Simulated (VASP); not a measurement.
Crystal: NiO.

```xyz
2
Lattice="0.0000 2.0719 2.0719 2.0719 0.0000 2.0719 2.0719 2.0719 0.0000" Properties=species:S:1:pos:R:3 pbc="T T T"
Ni    0.0000    0.0000    0.0000
O     2.0719    2.0719    2.0719
```

Program: VASP 6.6.1. Alike in all runs: task single point; potentials or basis VASP PAW PBE potentials, release 64 (Ni, O); spin collinear, ferromagnetic start; cell as given; k mesh 11 × 11 × 11; smearing fermi-dirac 0.05 eV.

**Question.** Order these runs on this cell by their pressure, lowest first.
A. level RPBE; cutoff (eV) 520
B. level PBEsol+D3(BJ); cutoff (eV) 520
C. level PBE exchange alone; cutoff (eV) 520
D. level b88 exchange, pbe correlation; cutoff (eV) 600
E. level BLYP+D3(BJ); cutoff (eV) 520

**Answer.** B (-6.0 GPa), D (8.2 GPa), E (11.5 GPa), A (17.1 GPa), C (38.1 GPa).

Caveats: a cell with one magnetic atom can't hold antiferromagnetic order, which such compounds often take; the cell stands under pressure (at least some runs); the PAW data sets were made with another functional, which shifts forces and pressure a little (at least some runs); the cell stands under tension (at least some runs).
